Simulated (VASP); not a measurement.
# In7S (Pm-3m) in VASP: single point with PBE

Aim: the single point of In7S with PBE.

Everything below comes from runs of VASP 6.6.1. Logs are shortened: lines on timing, memory, paths and dates and some standing lists are left out, and cuts for length are marked.

### Step 1. The cell of the first run

The structure is cubic, space group Pm-3m (No. 221). The conventional cell has a = 8.603 Å, b = 8.603 Å, c = 8.603 Å, α = 90.00°, β = 90.00°, γ = 90.00°. In (site symmetry 4mm) has 1 S at 2.68 Å and 1 In at 3.25 Å within 3.5 Å. Within 3.5 Å of S (site symmetry m-3m) lie 6 In at 2.68 Å.

The cell was generated, and may not be a known phase.

### Step 2. Single point, PBE

Contents of INCAR:

```
PREC = Accurate
ENCUT = 520
EDIFF = 1E-6
ISMEAR = 0
SIGMA = 0.2
LREAL = F
LASPH = T
NELM = 80
ALGO = Normal
ISIF = 2
LWAVE = F
LCHARG = T
GGA = PE
LELF = T
LVHAR = T
NBANDS = 58
```

Contents of KPOINTS:

```
Automatic mesh
0
Gamma
  3 3 3
```

Contents of POSCAR:

```
In7S
1.0
    8.6027141523      0.0000000000      0.0000000000
    0.0000000000      8.6027141523      0.0000000000
    0.0000000000      0.0000000000      8.6027141523
In S
7 1
Direct
    0.3112186387      0.0000000000      0.0000000000
    0.6887813613      0.0000000000      0.0000000000
    0.0000000000      0.3112186387      0.0000000000
    0.0000000000      0.6887813613      0.0000000000
    0.0000000000      0.0000000000      0.3112186387
    0.0000000000      0.0000000000      0.6887813613
    0.5000000000      0.5000000000      0.5000000000
    0.0000000000      0.0000000000      0.0000000000
```

Potentials or basis: VASP PAW PBE potentials, release 64 (In_d, S).

Run with:

```sh
> cat potpaw_PBE.64/In_d/POTCAR potpaw_PBE.64/S/POTCAR > POTCAR
> mpirun -np 1 vasp_std > vasp.out
```

OUTCAR:

```text
PREC = Accurate
   ENCUT = 520
   EDIFF = 1E-6
   ISMEAR = 0
   LREAL = F
   LASPH = T
   NELM = 80
   ISIF = 2
   GGA = PE

 ion  position               nearest neighbor table
   1  0.311  0.000  0.000-   8 2.68   2 3.25   4 3.79   5 3.79   6 3.79   3 3.79
   2  0.689  0.000  0.000-   8 2.68   1 3.25   4 3.79   5 3.79   6 3.79   3 3.79
   3  0.000  0.311  0.000-   8 2.68   4 3.25   1 3.79   5 3.79   6 3.79   2 3.79
   4  0.000  0.689  0.000-   8 2.68   3 3.25   1 3.79   5 3.79   6 3.79   2 3.79
   5  0.000  0.000  0.311-   8 2.68   6 3.25   3 3.79   4 3.79   1 3.79   2 3.79
   6  0.000  0.000  0.689-   8 2.68   5 3.25   3 3.79   4 3.79   1 3.79   2 3.79
   7  0.500  0.500  0.500-
   8  0.000  0.000  0.000-   1 2.68   2 2.68   3 2.68   4 2.68   5 2.68   6 2.68

  LATTYP: Found a simple cubic cell.
 ALAT       =     8.6027141523

  Lattice vectors:

 A1 = (   8.6027141523,   0.0000000000,   0.0000000000)
 A2 = (   0.0000000000,   8.6027141523,   0.0000000000)
 A3 = (   0.0000000000,   0.0000000000,   8.6027141523)

Analysis of symmetry for initial positions (statically):
=====================================================================
 Subroutine PRICEL returns:
 Original cell was already a primitive cell.

 Routine SETGRP: Setting up the symmetry group for a
 simple cubic supercell.

 Subroutine GETGRP returns: Found 48 space group operations
 (whereof 48 operations were pure point group operations)
 out of a pool of 48 trial point group operations.

The static configuration has the point symmetry O_h .

Analysis of symmetry for dynamics (positions and initial velocities):
=====================================================================
 Subroutine PRICEL returns:
 Original cell was already a primitive cell.

 Routine SETGRP: Setting up the symmetry group for a
 simple cubic supercell.

 Subroutine GETGRP returns: Found 48 space group operations
 (whereof 48 operations were pure point group operations)
 out of a pool of 48 trial point group operations.

The dynamic configuration has the point symmetry O_h .

 Subroutine INISYM returns: Found 48 space group operations
 (whereof 48 operations are pure point group operations),
 and found     1 'primitive' translations

----------------------------------------------------------------------------------------

                                     Primitive cell

  volume of cell :     636.6584

  direct lattice vectors                    reciprocal lattice vectors
     8.602714152  0.000000000  0.000000000     0.116242384  0.000000000  0.000000000
     0.000000000  8.602714152  0.000000000     0.000000000  0.116242384  0.000000000
     0.000000000  0.000000000  8.602714152     0.000000000  0.000000000  0.116242384

  length of vectors
     8.602714152  8.602714152  8.602714152     0.116242384  0.116242384  0.116242384

  position of ions in fractional coordinates (direct lattice)
     0.311218639  0.000000000  0.000000000
     0.688781361  0.000000000  0.000000000
     0.000000000  0.311218639  0.000000000
     0.000000000  0.688781361  0.000000000
     0.000000000  0.000000000  0.311218639
     0.000000000  0.000000000  0.688781361
     0.500000000  0.500000000  0.500000000
     0.000000000  0.000000000  0.000000000

  ion indices of the primitive-cell ions
   primitive index   ion index
                 1           1
                 2           2
                 3           3
                 4           4
                 5           5
                 6           6
                 7           7
                 8           8

----------------------------------------------------------------------------------------

 KPOINTS: Automatic mesh

Automatic generation of k-mesh.
 Grid dimensions read from file:
 generate k-points for:    3    3    3

 Generating k-lattice:

  Cartesian coordinates                     Fractional coordinates (reciprocal lattice)
     0.038747461  0.000000000  0.000000000     0.333333333  0.000000000  0.000000000
     0.000000000  0.038747461  0.000000000     0.000000000  0.333333333  0.000000000
     0.000000000  0.000000000  0.038747461     0.000000000  0.000000000  0.333333333

  Length of vectors
     0.038747461  0.038747461  0.038747461

  Shift w.r.t. Gamma in fractional coordinates (k-lattice)
     0.000000000  0.000000000  0.000000000

 Subroutine IBZKPT returns following result:
 ===========================================

 Found      4 irreducible k-points:

 Following reciprocal coordinates:
            Coordinates               Weight
  0.000000  0.000000  0.000000      1.000000
  0.333333  0.000000  0.000000      6.000000
  0.333333  0.333333  0.000000     12.000000
  0.333333  0.333333  0.333333      8.000000
   k-points           NKPTS =      4   k-points in BZ     NKDIM =      4   number of bands    NBANDS=     58
   number of dos      NEDOS =    301   number of ions     NIONS =      8
   total plane-waves  NPLWV = 262144
   dimension x,y,z NGX =    64 NGY =   64 NGZ =   64
   dimension x,y,z NGXF=   128 NGYF=  128 NGZF=  128
   ions per type =               7   1
   NGX,Y,Z   is equivalent  to a cutoff of  12.37, 12.37, 12.37 a.u.
   NGXF,Y,Z  is equivalent  to a cutoff of  24.74, 24.74, 24.74 a.u.
 SYSTEM =  unknown system
   PREC   = accura    normal or accurate (medium, high low for compatibility)
   ISTART =      0    job   : 0-new  1-cont  2-samecut
   ICHARG =      2    charge: 1-file 2-atom 10-const
   ISPIN  =      1    spin polarized calculation?
   LNONCOLLINEAR =      F non collinear calculations
   LSORBIT =      F    spin-orbit coupling
   LASPH  =      T    aspherical Exc in radial PAW
   ENCUT  =  520.0 eV  38.22 Ry    6.18 a.u.  16.00 16.00 16.00*2*pi/ulx,y,z
   NELM   =     80;   NELMIN=  2; NELMDL= -5     # of ELM steps
   EDIFF  = 0.1E-05   stopping-criterion for ELM
   LREAL  =      F    real-space projection
   EDIFFG = 0.1E-04   stopping-criterion for IOM
   NSW    =      0    number of steps for IOM
   IBRION =     -1    ionic relax: 0-MD 1-quasi-New 2-CG
   NFREE  =      0    steps in history (QN), initial steepest desc. (CG)
   ISIF   =      2    stress and relaxation
   ISYM   =      2    0-nonsym 1-usesym 2-fastsym
   POTIM  = 0.5000    time-step for ionic-motion
   TEBEG  =    0.0;   TEEND  =   0.0 temperature during run
   PSTRESS=    0.0 pullay stress
   NELECT =      97.0000    total number of electrons
   NUPDOWN=      -1.0000    fix difference up-down
   EMIN   =  10.00;   EMAX   =-10.00  energy-range for DOS
   EFERMI =   0.00;   METHOD = LEGACY
   ISMEAR =     0;   SIGMA  =   0.20  broadening in eV -4-tet -1-fermi 0-gaus
   EFERMI_NEDOS =   21; number of points for ismear=-14 and -15
   IALGO  =     38    algorithm
   IMIX   =      4    mixing-type and parameters
     AMIX     =   0.40;   BMIX     =  1.00
     AMIX_MAG =   1.60;   BMIX_MAG =  1.00
  volume/ion in A,a.u.               =      79.58       537.05
  Fermi-wavevector in a.u.,A,eV,Ry     =   0.874373  1.652325 10.402029  0.764528
  Thomas-Fermi vector in A             =   1.993895
   LORBIT       =      0    0 simple, 1 ext, 2 COOP (PROOUT), +10 PAW based schemes
   GGA     = PE    functional components
   LHFCALC =     F    Hartree Fock is set to
   AEXX    =    0.0000 exact exchange contribution
   IVDW    =     0    specifies the selected vdW correction
   LEPSILON=     F    determine dielectric tensor
   LRPA    =     F    only Hartree local field effects (RPA)
 non-spin polarized calculation
 Gauss-broadening in eV      SIGMA  =   0.20
  energy-cutoff  :      520.00
  volume of cell :      636.66
 maximum number of plane-waves:     17184
 NGX is ok and might be reduce to    64
   NGX = 31   NGY = 31   NGZ = 31

 number of electron      96.9999988 magnetization

 Free energy of the ion-electron system (eV)
  ---------------------------------------------------
  ext. energy  EPLUGINS =         0.00000000
  ---------------------------------------------------
  free energy    TOTEN  =       -16.34933005 eV

  energy without entropy =      -16.19912155  energy(sigma->0) =      -16.27422580

 E-fermi :   0.1483     XC(G=0):  -5.2358

 val. band max:        0.0734625657   @ k =   0.3333   0.3333   0.0000
 cond. band min:       0.3016857951   @ k =   0.3333   0.3333   0.0000
 fundamental gap:      0.2282232295
 Fermi energy:         0.1482853421

 k-point     1 :       0.0000    0.0000    0.0000
  band No.  band energies     occupation
      1     -16.2177      2.00000
      2     -16.2177      2.00000
      3     -16.2174      2.00000
      4     -16.2174      2.00000
      5     -16.2174      2.00000
      6     -15.0572      2.00000
[... 50 lines left out ...]
     57       1.3420      0.00000
     58       1.3420      0.00000

 k-point     2 :       0.3333    0.0000    0.0000
  band No.  band energies     occupation
      1     -16.2178      2.00000
      2     -16.2177      2.00000
      3     -16.2174      2.00000
      4     -16.2174      2.00000
      5     -16.2174      2.00000
      6     -15.0310      2.00000
[... 50 lines left out ...]
     57       1.3008      0.00000
     58       1.8161      0.00000

 k-point     3 :       0.3333    0.3333    0.0000
  band No.  band energies     occupation
      1     -16.2178      2.00000
      2     -16.2177      2.00000
      3     -16.2174      2.00000
      4     -16.2173      2.00000
      5     -16.2173      2.00000
      6     -15.0018      2.00000
[... 50 lines left out ...]
     57       1.9456      0.00000
     58       2.1053      0.00000

 k-point     4 :       0.3333    0.3333    0.3333
  band No.  band energies     occupation
      1     -16.2178      2.00000
      2     -16.2178      2.00000
      3     -16.2174      2.00000
      4     -16.2174      2.00000
      5     -16.2174      2.00000
      6     -14.9684      2.00000
[... 50 lines left out ...]
     57       2.3052      0.00000
     58       2.3052      0.00000

------------------------ aborting loop because EDIFF is reached ----------------------------------------

  FORCE on cell =-STRESS in cart. coord.  units (eV):
  Direction    XX          YY          ZZ          XY          YZ          ZX
  --------------------------------------------------------------------------------------
  -------------------------------------------------------------------------------------
  Total        0.1843184      0.1843184      0.1843184      0.0000000     -0.0000000      0.0000000
  in kB        0.4638450      0.4638450      0.4638450      0.0000000     -0.0000000      0.0000000
  external PRESSURE =       0.4638450 kB  Pullay stress =       0.0000000 kB

 VOLUME and BASIS-vectors are now :
 -----------------------------------------------------------------------------
  energy-cutoff  :      520.00
  volume of cell :      636.66
      direct lattice vectors                 reciprocal lattice vectors
     8.602714152  0.000000000  0.000000000     0.116242384  0.000000000  0.000000000
     0.000000000  8.602714152  0.000000000     0.000000000  0.116242384  0.000000000
     0.000000000  0.000000000  8.602714152     0.000000000  0.000000000  0.116242384

 POSITION                                       TOTAL-FORCE (eV/Angst)
 -----------------------------------------------------------------------------------
      2.67732      0.00000      0.00000        -0.050548     -0.000000     -0.000000
      5.92539      0.00000      0.00000         0.050548     -0.000000      0.000000
      0.00000      2.67732      0.00000         0.000000     -0.050548      0.000000
      0.00000      5.92539      0.00000        -0.000000      0.050548     -0.000000
      0.00000      0.00000      2.67732         0.000000     -0.000000     -0.050548
      0.00000      0.00000      5.92539        -0.000000     -0.000000      0.050548
      4.30136      4.30136      4.30136         0.000000     -0.000000      0.000000
      0.00000      0.00000      0.00000         0.000000     -0.000000      0.000000
 -----------------------------------------------------------------------------------
    total drift:                                0.000000     -0.000000     -0.000000

  FREE ENERGIE OF THE ION-ELECTRON SYSTEM (eV)
  ---------------------------------------------------
  free  energy   TOTEN  =       -16.3493300460 eV

  energy  without entropy=      -16.1991215492  energy(sigma->0) =      -16.27422580
```

Run time: 5.1 min. Hardware: 1 thread of Intel Xeon Platinum 8259CL at 2.50GHz (Skylake/Cascade Lake), shared host; peak memory 0.57 GiB.

Results:

| Quantity | Value |
| --- | --- |
| Free energy | -16.3493 eV |
| Pressure | 0.0 GPa |
| Largest force | 0.051 eV/Å |
| Band gap on the k mesh | zero (an odd number of electrons rules out a gap without spin polarisation) |

Forces on the atoms (eV/Å):
```
In  -0.051  0.000  0.000
In   0.051  0.000  0.000
In   0.000 -0.051  0.000
In   0.000  0.051  0.000
In   0.000  0.000 -0.051
In   0.000  0.000  0.051
In   0.000  0.000  0.000
S    0.000  0.000  0.000
```

Caveat: spin-orbit coupling is left out, which moves the levels of the heavy elements.

The gap in the log of VASP goes by the Fermi energy; the results here count the filled bands.